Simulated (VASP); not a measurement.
# ReBPt (P4/mmm) in VASP: notebook

Runs on ReBPt. Level: PBE. Tasks: single point, relaxation of cell and atoms.

All numbers are computed with VASP 6.6.1; they aren't measurements. Logs are shortened: lines on timing, memory, paths and dates and some standing lists are left out, and cuts for length are marked.

## (1) The cell of the first run

Symmetry: P4/mmm, No. 123, tetragonal system. The conventional cell has a = 3.083 Å, b = 3.083 Å, c = 4.134 Å, α = 90.00°, β = 90.00°, γ = 90.00°. Re (site symmetry 4/mmm) has 2 B at 2.07 Å within 2.7 Å. Within 2.7 Å of B (site symmetry 4/mmm) lie 2 Re at 2.07 Å and 4 Pt at 2.18 Å. Pt (site symmetry 4/mmm) has 4 B at 2.18 Å and 8 Re at 3.00 Å and 4 Pt at 3.08 Å within 3.1 Å.

The cell was built from a structure type or drawn by symmetry, and may not be a known phase.

## (2) Single point, PBE

INCAR reads:

```
ALGO = Fast
EDIFF = 1E-6
ENCUT = 520
GGA = PE
ISIF = 2
ISMEAR = 0
LASPH = True
LCHARG = True
LELF = True
LREAL = False
LVHAR = True
LWAVE = False
NBANDS = 17
NELM = 80
PREC = Accurate
SIGMA = 0.1
```

KPOINTS reads:

```
k-points
0
Gamma
  6 6 4
```

POSCAR reads:

```
ReBPt
1.0
    3.0826318960      0.0000000000      0.0000000000
    0.0000000000      3.0826318960      0.0000000000
    0.0000000000      0.0000000000      4.1340684284
Re B Pt
1 1 1
Direct
    0.0000000000      0.0000000000      0.5000000000
    0.0000000000      0.0000000000      0.0000000000
    0.5000000000      0.5000000000      0.0000000000
```

Potentials or basis: VASP PAW PBE potentials, release 64 (Re, B, Pt).

The run is started by

```
cat potpaw_PBE.64/Re/POTCAR potpaw_PBE.64/B/POTCAR potpaw_PBE.64/Pt/POTCAR > POTCAR
mpirun -np 1 vasp_std > vasp.out
```

OUTCAR:

```text
EDIFF = 1E-6
   ENCUT = 520
   GGA = PE
   ISIF = 2
   ISMEAR = 0
   LASPH = True
   LREAL = False
   NELM = 80
   PREC = Accurate

 ion  position               nearest neighbor table
   1  0.000  0.000  0.500-   2 2.07   2 2.07   3 3.00   3 3.00   3 3.00   3 3.00   3 3.00   3 3.00
                             3 3.00   3 3.00
   2  0.000  0.000  0.000-   1 2.07   1 2.07   3 2.18   3 2.18   3 2.18   3 2.18
   3  0.500  0.500  0.000-   2 2.18   2 2.18   2 2.18   2 2.18   1 3.00   1 3.00   1 3.00   1 3.00
                             1 3.00   1 3.00   1 3.00   1 3.00

  LATTYP: Found a simple tetragonal cell.
 ALAT       =     3.0826318960
 C/A-ratio  =     1.3410840372

  Lattice vectors:

 A1 = (   3.0826318960,   0.0000000000,   0.0000000000)
 A2 = (   0.0000000000,   3.0826318960,   0.0000000000)
 A3 = (   0.0000000000,   0.0000000000,   4.1340684284)

Analysis of symmetry for initial positions (statically):
=====================================================================
 Subroutine PRICEL returns:
 Original cell was already a primitive cell.

 Routine SETGRP: Setting up the symmetry group for a
 simple tetragonal supercell.

 Subroutine GETGRP returns: Found 16 space group operations
 (whereof 16 operations were pure point group operations)
 out of a pool of 16 trial point group operations.

The static configuration has the point symmetry D_4h.

Analysis of symmetry for dynamics (positions and initial velocities):
=====================================================================
 Subroutine PRICEL returns:
 Original cell was already a primitive cell.

 Routine SETGRP: Setting up the symmetry group for a
 simple tetragonal supercell.

 Subroutine GETGRP returns: Found 16 space group operations
 (whereof 16 operations were pure point group operations)
 out of a pool of 16 trial point group operations.

The dynamic configuration has the point symmetry D_4h.

 Subroutine INISYM returns: Found 16 space group operations
 (whereof 16 operations are pure point group operations),
 and found     1 'primitive' translations

----------------------------------------------------------------------------------------

                                     Primitive cell

  volume of cell :      39.2845

  direct lattice vectors                    reciprocal lattice vectors
     3.082631896  0.000000000  0.000000000     0.324398123  0.000000000  0.000000000
     0.000000000  3.082631896  0.000000000     0.000000000  0.324398123  0.000000000
     0.000000000  0.000000000  4.134068428     0.000000000  0.000000000  0.241892464

  length of vectors
     3.082631896  3.082631896  4.134068428     0.324398123  0.324398123  0.241892464

  position of ions in fractional coordinates (direct lattice)
     0.000000000  0.000000000  0.500000000
     0.000000000  0.000000000  0.000000000
     0.500000000  0.500000000  0.000000000

  ion indices of the primitive-cell ions
   primitive index   ion index
                 1           1
                 2           2
                 3           3

----------------------------------------------------------------------------------------

 KPOINTS: k-points

Automatic generation of k-mesh.
 Grid dimensions read from file:
 generate k-points for:    6    6    4

 Generating k-lattice:

  Cartesian coordinates                     Fractional coordinates (reciprocal lattice)
     0.054066354  0.000000000  0.000000000     0.166666667  0.000000000  0.000000000
     0.000000000  0.054066354  0.000000000     0.000000000  0.166666667  0.000000000
     0.000000000  0.000000000  0.060473116     0.000000000  0.000000000  0.250000000

  Length of vectors
     0.054066354  0.054066354  0.060473116

  Shift w.r.t. Gamma in fractional coordinates (k-lattice)
     0.000000000  0.000000000  0.000000000

 Subroutine IBZKPT returns following result:
 ===========================================

 Found     30 irreducible k-points:

 Following reciprocal coordinates:
            Coordinates               Weight
  0.000000  0.000000  0.000000      1.000000
  0.166667  0.000000  0.000000      4.000000
  0.333333  0.000000  0.000000      4.000000
  0.500000  0.000000  0.000000      2.000000
  0.166667  0.166667  0.000000      4.000000
  0.333333  0.166667  0.000000      8.000000
[... 16 lines left out ...]
  0.333333  0.000000  0.500000      4.000000
  0.500000  0.000000  0.500000      2.000000
 [... further k-points ...]
   k-points           NKPTS =     30   k-points in BZ     NKDIM =     30   number of bands    NBANDS=     17
   number of dos      NEDOS =    301   number of ions     NIONS =      3
   total plane-waves  NPLWV =  18432
   dimension x,y,z NGX =    24 NGY =   24 NGZ =   32
   dimension x,y,z NGXF=    48 NGYF=   48 NGZF=   64
   ions per type =               1   1   1
   NGX,Y,Z   is equivalent  to a cutoff of  12.94, 12.94, 12.87 a.u.
   NGXF,Y,Z  is equivalent  to a cutoff of  25.89, 25.89, 25.74 a.u.
 SYSTEM =  unknown system
   PREC   = accura    normal or accurate (medium, high low for compatibility)
   ISTART =      0    job   : 0-new  1-cont  2-samecut
   ICHARG =      2    charge: 1-file 2-atom 10-const
   ISPIN  =      1    spin polarized calculation?
   LNONCOLLINEAR =      F non collinear calculations
   LSORBIT =      F    spin-orbit coupling
   LASPH  =      T    aspherical Exc in radial PAW
   ENCUT  =  520.0 eV  38.22 Ry    6.18 a.u.   5.73  5.73  7.69*2*pi/ulx,y,z
   NELM   =     80;   NELMIN=  2; NELMDL= -5     # of ELM steps
   EDIFF  = 0.1E-05   stopping-criterion for ELM
   LREAL  =      F    real-space projection
   EDIFFG = 0.1E-04   stopping-criterion for IOM
   NSW    =      0    number of steps for IOM
   IBRION =     -1    ionic relax: 0-MD 1-quasi-New 2-CG
   NFREE  =      0    steps in history (QN), initial steepest desc. (CG)
   ISIF   =      2    stress and relaxation
   ISYM   =      2    0-nonsym 1-usesym 2-fastsym
   POTIM  = 0.5000    time-step for ionic-motion
   TEBEG  =    0.0;   TEEND  =   0.0 temperature during run
   PSTRESS=    0.0 pullay stress
   NELECT =      20.0000    total number of electrons
   NUPDOWN=      -1.0000    fix difference up-down
   EMIN   =  10.00;   EMAX   =-10.00  energy-range for DOS
   EFERMI =   0.00;   METHOD = LEGACY
   ISMEAR =     0;   SIGMA  =   0.10  broadening in eV -4-tet -1-fermi 0-gaus
   EFERMI_NEDOS =   21; number of points for ismear=-14 and -15
   IALGO  =     68    algorithm
   IMIX   =      4    mixing-type and parameters
     AMIX     =   0.40;   BMIX     =  1.00
     AMIX_MAG =   1.60;   BMIX_MAG =  1.00
  volume/ion in A,a.u.               =      13.09        88.37
  Fermi-wavevector in a.u.,A,eV,Ry     =   1.307207  2.470264 23.249516  1.708791
  Thomas-Fermi vector in A             =   2.437958
   LORBIT       =      0    0 simple, 1 ext, 2 COOP (PROOUT), +10 PAW based schemes
   GGA     = PE    functional components
   LHFCALC =     F    Hartree Fock is set to
   AEXX    =    0.0000 exact exchange contribution
   IVDW    =     0    specifies the selected vdW correction
   LEPSILON=     F    determine dielectric tensor
   LRPA    =     F    only Hartree local field effects (RPA)
 non-spin polarized calculation
 RMM-DIIS sequential band-by-band and
 Gauss-broadening in eV      SIGMA  =   0.10
  energy-cutoff  :      520.00
  volume of cell :       39.28
 maximum number of plane-waves:      1076
 NGX is ok and might be reduce to    24
   NGX = 11   NGY = 11   NGZ = 15

 number of electron      19.9999997 magnetization

 Free energy of the ion-electron system (eV)
  ---------------------------------------------------
  ext. energy  EPLUGINS =         0.00000000
  ---------------------------------------------------
  free energy    TOTEN  =       -23.64773810 eV

  energy without entropy =      -23.63476456  energy(sigma->0) =      -23.64125133

 E-fermi :   8.6575     XC(G=0): -12.8957

 val. band max:        8.5463463155   @ k =   0.3333   0.0000   0.2500
 cond. band min:       8.6833902440   @ k =   0.3333   0.1667   0.2500
 fundamental gap:      0.1370439285
 Fermi energy:         8.6575273903

 k-point     1 :       0.0000    0.0000    0.0000
  band No.  band energies     occupation
      1      -3.8862      2.00000
      2       2.0409      2.00000
      3       2.4789      2.00000
      4       4.7997      2.00000
      5       4.7997      2.00000
      6       5.1085      2.00000
[... 9 lines left out ...]
     16      17.4051      0.00000
     17      20.9976      0.00000

 k-point     2 :       0.1667    0.0000    0.0000
  band No.  band energies     occupation
      1      -3.3998      2.00000
      2       2.4412      2.00000
      3       2.5460      2.00000
      4       4.1203      2.00000
      5       4.2430      2.00000
      6       4.9777      2.00000
[... 9 lines left out ...]
     16      17.8860      0.00000
     17      19.3410      0.00000

 k-point     3 :       0.3333    0.0000    0.0000
  band No.  band energies     occupation
      1      -2.0763      2.00000
      2       1.8176      2.00000
      3       2.9034      2.00000
      4       3.4561      2.00000
      5       3.4594      2.00000
      6       5.4068      2.00000
[... 9 lines left out ...]
     16      17.4261      0.00000
     17      18.9821      0.00000

 k-point     4 :       0.5000    0.0000    0.0000
  band No.  band energies     occupation
      1      -0.6509      2.00000
      2       0.4286      2.00000
      3       2.4497      2.00000
      4       3.1477      2.00000
      5       4.2892      2.00000
      6       5.3841      2.00000
[... 9 lines left out ...]
     16      16.6878      0.00000
     17      19.8050      0.00000

 k-point     5 :       0.1667    0.1667    0.0000
  band No.  band energies     occupation
      1      -2.9545      2.00000
      2       2.7328      2.00000
      3       2.7732      2.00000
      4       3.1738      2.00000
      5       4.2395      2.00000
      6       4.2888      2.00000
[... 9 lines left out ...]
     16      18.2473      0.00000
     17      19.8533      0.00000

 k-point     6 :       0.3333    0.1667    0.0000
  band No.  band energies     occupation
      1      -1.8473      2.00000
      2       1.7554      2.00000
      3       3.0978      2.00000
      4       3.4059      2.00000
      5       3.6095      2.00000
      6       4.2222      2.00000
[... 9 lines left out ...]
     16      17.9358      0.00000
     17      18.9323      0.00000

 k-point     7 :       0.5000    0.1667    0.0000
  band No.  band energies     occupation
      1      -1.0372      2.00000
      2       1.1319      2.00000
      3       3.0075      2.00000
      4       3.0798      2.00000
      5       4.0012      2.00000
      6       4.1566      2.00000
[... 9 lines left out ...]
     16      17.4600      0.00000
     17      18.6678      0.00000

 k-point     8 :       0.3333    0.3333    0.0000
  band No.  band energies     occupation
      1      -1.6262      2.00000
      2       2.2542      2.00000
      3       3.2598      2.00000
      4       3.2642      2.00000
      5       3.6093      2.00000
      6       3.8265      2.00000
[... 9 lines left out ...]
     16      17.5535      0.00000
     17      17.7433      0.00000
[... 203 lines left out ...]
      1      -1.1161      2.00000
      2       2.3552      2.00000
      3       2.8821      2.00000
      4       3.5878      2.00000
      5       3.8654      2.00000
      6       4.0667      2.00000
[... 9 lines left out ...]
     16      14.5620      0.00000
     17      17.7457      0.00000

 k-point    20 :       0.5000    0.5000    0.2500
  band No.  band energies     occupation
      1      -1.3757      2.00000
      2       2.9616      2.00000
      3       2.9616      2.00000
      4       3.7656      2.00000
      5       4.5021      2.00000
      6       4.5021      2.00000
[... 9 lines left out ...]
     16      15.0228      0.00000
     17      15.0228      0.00000

 k-point    21 :       0.0000    0.0000    0.5000
  band No.  band energies     occupation
      1      -2.4780      2.00000
      2       1.3726      2.00000
      3       2.8749      2.00000
      4       4.2147      2.00000
      5       5.2079      2.00000
      6       5.3653      2.00000
[... 9 lines left out ...]
     16      21.3094      0.00000
     17      22.2390      0.00000

 k-point    22 :       0.1667    0.0000    0.5000
  band No.  band energies     occupation
      1      -2.0438      2.00000
      2       1.3273      2.00000
      3       2.7336      2.00000
      4       3.7368      2.00000
      5       4.4639      2.00000
      6       5.1364      2.00000
[... 9 lines left out ...]
     16      18.2317      0.00000
     17      22.2126      0.00000

 k-point    23 :       0.3333    0.0000    0.5000
  band No.  band energies     occupation
      1      -0.9763      2.00000
      2       1.0551      2.00000
      3       2.1657      2.00000
      4       2.4458      2.00000
      5       4.9317      2.00000
      6       4.9649      2.00000
[... 9 lines left out ...]
     16      18.3301      0.00000
     17      21.0526      0.00000

 k-point    24 :       0.5000    0.0000    0.5000
  band No.  band energies     occupation
      1      -0.1834      2.00000
      2       0.8894      2.00000
      3       1.6113      2.00000
      4       1.9895      2.00000
      5       4.8284      2.00000
      6       4.9900      2.00000
[... 9 lines left out ...]
     16      17.9606      0.00000
     17      20.2969      0.00000

 [... further k-points ...]
[... 5 lines left out ...]
  --------------------------------------------------------------------------------------
  -------------------------------------------------------------------------------------
  Total       -0.0587019     -0.0587019      0.2577016     -0.0000000      0.0000000     -0.0000000
  in kB       -2.3940988     -2.3940988     10.5100973     -0.0000000      0.0000000     -0.0000000
  external PRESSURE =       1.9072999 kB  Pullay stress =       0.0000000 kB

 VOLUME and BASIS-vectors are now :
 -----------------------------------------------------------------------------
  energy-cutoff  :      520.00
  volume of cell :       39.28
      direct lattice vectors                 reciprocal lattice vectors
     3.082631896  0.000000000  0.000000000     0.324398123  0.000000000  0.000000000
     0.000000000  3.082631896  0.000000000     0.000000000  0.324398123  0.000000000
     0.000000000  0.000000000  4.134068428     0.000000000  0.000000000  0.241892464

 POSITION                                       TOTAL-FORCE (eV/Angst)
 -----------------------------------------------------------------------------------
      0.00000      0.00000      2.06703         0.000000      0.000000      0.000000
      0.00000      0.00000      0.00000         0.000000      0.000000      0.000000
      1.54132      1.54132      0.00000         0.000000      0.000000      0.000000
 -----------------------------------------------------------------------------------
    total drift:                                0.000000     -0.000000     -0.000000

  FREE ENERGIE OF THE ION-ELECTRON SYSTEM (eV)
  ---------------------------------------------------
  free  energy   TOTEN  =       -23.6477381000 eV

  energy  without entropy=      -23.6347645620  energy(sigma->0) =      -23.64125133
```

Run time: 48 s. Hardware: 1 thread of AMD EPYC 7R13, shared host; peak memory 0.13 GiB.

Results:

| Item | Value |
| --- | --- |
| Free energy | -23.6477 eV |
| Pressure | 0.2 GPa |
| Band gap on the k mesh | zero (bands 10 and 11 overlap by 4.29 eV) |

Caveat: the k points lie up to 0.38 Å⁻¹ apart, too coarse for converged energies and pressures of a metal; spin-orbit coupling is left out, which moves the levels of the heavy elements.

## (3) Relaxation of cell and atoms, PBE

This run uses another cell than the first one, of 15.42 Å³/atom.

INCAR reads:

```
SYSTEM = ReBPt
ALGO = Fast
EDIFF = 1E-6
EDIFFG = -0.04
ENCUT = 600
GGA = PE
IBRION = 2
ISIF = 3
ISMEAR = 0
LASPH = .True.
LCHARG = .False.
LREAL = .False.
LWAVE = .False.
NELM = 60
NSW = 90
PREC = Accurate
SIGMA = 0.1
```

KPOINTS reads:

```
k-points
0
Gamma
  6 6 4
  0 0 0
```

POSCAR reads:

```
ReBPt
1.0
    3.3371073300      0.0000000000      0.0000000000
    0.0000000000      3.3371073300      0.0000000000
    0.0000000000      0.0000000000      4.1552501900
Re B Pt
1 1 1
Direct
    0.0000000000      0.0000000000      0.5000000000
    0.0000000000      0.0000000000      0.0000000000
    0.5000000000      0.5000000000      0.0000000000
```

Potentials or basis: VASP PAW PBE potentials, release 64 (Re, B, Pt).

The run is started by

```
cat potpaw_PBE.64/Re/POTCAR potpaw_PBE.64/B/POTCAR potpaw_PBE.64/Pt/POTCAR > POTCAR
mpirun -np 1 vasp_std > vasp.out
```

It took 6.2 min on 1 thread of AMD EPYC 7R13, shared host; peak memory 0.17 GiB.

The run converged. Its results:

- Free energy: -23.6506 eV
- Relaxed volume: 13.11 Å³/atom
- Relaxed cell: a = 3.082 Å, b = 3.082 Å, c = 4.141 Å, α = 90.00°, β = 90.00°, γ = 90.00°
- Space group after relaxing (to 0.1 Å): P4/mmm (No. 123)
- Energy gained by relaxing: 278.4 meV/atom
- Ionic steps: 10
- Pressure after relaxing: 0.0 GPa
- Band gap on the k mesh: zero (bands 10 and 11 overlap by 4.27 eV)

Stress tensor (GPa, compression positive):
```
-0.07  0.00  0.00
 0.00 -0.07  0.00
 0.00  0.00  0.24
```

Step by step:
| step | energy change (eV) | largest force (eV/Å) | pressure (GPa) | volume (Å³) |
| --- | --- | --- | --- | --- |
| 1 | 0.0000 | 0.0000 | -25.91 | 46.27 |
| 2 | 1.1546 | 0.0000 | 98.56 | 31.39 |
| 3 | -0.7825 | 0.0000 | 0.25 | 39.49 |
| 4 | -0.7860 | 0.0000 | 2.11 | 39.20 |
| 5 | -0.7865 | 0.0000 | 2.99 | 39.06 |
| 6 | -0.7944 | 0.0000 | -0.21 | 39.30 |
| 7 | -0.8347 | 0.0000 | 0.84 | 39.20 |
| 8 | -0.8347 | 0.0000 | 0.87 | 39.19 |
| 9 | -0.8343 | 0.0000 | -1.23 | 39.51 |
| 10 | -0.8351 | 0.0000 | 0.04 | 39.32 |

Final structure:
```
Re B Pt
1.0
     3.08162    0.00000    0.00000
     0.00000    3.08162    0.00000
     0.00000    0.00000    4.14068
Re B Pt
1 1 1
Direct
  0.00000 0.00000 0.50000
  0.00000 0.00000 0.00000
  0.50000 0.50000 0.00000
```

Levels at points of the mesh, in eV from the Fermi level:
| k point | band 8 | band 9 | band 10 | band 11 | band 12 | band 13 |
| --- | --- | --- | --- | --- | --- | --- |
| (0.00, 0.00, 0.00) | -2.15 | -1.62 | 0.71 | 0.71 | 0.92 | 0.92 |
| (0.50, 0.00, 0.00) | -2.97 | -1.61 | -0.53 | -0.19 | 2.66 | 2.99 |
| (0.50, 0.50, 0.00) | -1.27 | -0.55 | 0.74 | 0.78 | 0.78 | 2.41 |
| (0.00, 0.00, 0.50) | -3.28 | -2.96 | -2.35 | -2.35 | 1.15 | 4.62 |
| (0.50, 0.00, 0.50) | -1.92 | -0.80 | -0.24 | 0.70 | 0.82 | 3.23 |
| (0.50, 0.50, 0.50) | -2.85 | -1.74 | 1.93 | 2.43 | 2.69 | 2.69 |

Caveat: the k points lie up to 0.38 Å⁻¹ apart in the final cell, too coarse for converged energies and pressures of a metal; the volume moved by over 15 % at a fixed basis, so the end points are rough; spin-orbit coupling is left out, which moves the levels of the heavy elements.
